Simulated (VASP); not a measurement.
A run of VASP 6.6.1 is set up as follows.

The input INCAR:

```
SYSTEM = Cd
PREC = Accurate
ENCUT = 520
EDIFF = 1E-6
ISMEAR = -1
SIGMA = 0.05
LREAL = .False.
LASPH = .True.
NELM = 100
ALGO = Normal
ISIF = 2
LWAVE = .False.
LCHARG = .False.
GGA = CA
NBANDS = 19
```

KPOINTS

```
Automatic mesh
0
Gamma
  10 10 5
  0 0 0
```

POSCAR

```
Cd
1.0
    2.9985981908      0.0000000000      0.0000000000
   -1.4992990954      2.5968622090      0.0000000000
    0.0000000000      0.0000000000      5.6548540644
Cd
2
Direct
    0.6666666667      0.3333333333      0.7500000000
    0.3333333333      0.6666666667      0.2500000000
```

Potentials or basis: VASP PAW LDA potentials, release 64 (Cd).

Run with:

```console
$ cat potpaw_LDA.64/Cd/POTCAR > POTCAR
$ mpirun -np 1 vasp_std > vasp.out
```

Problem. Estimate the band gap on the k mesh.

Solution. Zero (band 12 reaches 3.56 eV, above the bottom of band 13 at -0.36 eV).

Problem. Estimate the pressure.

Solution. -4.9 GPa.

Stress tensor (GPa, compression positive):
```
-5.16  0.00  0.00
 0.00 -5.16  0.00
 0.00  0.00 -4.36
```
